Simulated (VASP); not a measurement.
A run of VASP 6.6.1 is set up as follows.

Contents of POSCAR:

```
SiC
1.0
    3.0784702620      0.0000000029      0.0000000000
   -1.5392351335      2.6660334502      0.0000000000
    0.0000000000      0.0000000000     15.1069150374
Si C
6 6
Direct
    0.3333333333      0.6666666667      0.8329860579
    0.6666666667      0.3333333333      0.3329860579
    0.6666666667      0.3333333333      0.6665012734
    0.3333333333      0.6666666667      0.1665012734
    0.0000000000      0.0000000000      0.4997218362
    0.0000000000      0.0000000000      0.9997218362
    0.0000000000      0.0000000000      0.8743670387
    0.0000000000      0.0000000000      0.3743670387
    0.3333333333      0.6666666667      0.7079969902
    0.6666666667      0.3333333333      0.2079969902
    0.6666666667      0.3333333333      0.5415278036
    0.3333333333      0.6666666667      0.0415278036
```

INCAR.step1

```
SYSTEM = SiC
ALGO = Normal
EDIFF = 1E-4
ENCUT = 520
GGA = PE
ISMEAR = 0
LASPH = .True.
LCHARG = .False.
LREAL = .False.
LWAVE = .True.
NBANDS = 36
NELM = 60
PREC = Accurate
SIGMA = 0.02
```

Contents of INCAR.step2:

```
SYSTEM = SiC
ALGO = Normal
EDIFF = 1E-6
ENCUT = 520
ISIF = 2
ISMEAR = 0
ISTART = 1
LASPH = .True.
LCHARG = .False.
LMIXTAU = .True.
LREAL = .False.
LWAVE = .False.
METAGGA = R2SCAN
NBANDS = 36
NELM = 60
PREC = Accurate
SIGMA = 0.02
```

The input KPOINTS:

```
k-points
0
Gamma
  12 12 2
  0 0 0
```

Potentials or basis: VASP PAW PBE potentials, release 64 (Si, C).

Launch:

```bash
$ cat potpaw_PBE.64/Si/POTCAR potpaw_PBE.64/C/POTCAR > POTCAR
$ cp INCAR.step1 INCAR
$ mpirun -np 1 vasp_std > vasp.out
$ cp INCAR.step2 INCAR
$ mpirun -np 1 vasp_std > vasp.out
```

Task: Predict the band gap on the k mesh.

Result: 2.40 eV, indirect (least direct gap 3.56 eV).

Task: Predict the pressure.

Result: -0.2 GPa.

Caveat: the PAW data sets were made with another functional, which shifts forces and pressure a little. r2SCAN opens gaps a little over a GGA but as a rule still falls short of measured ones.
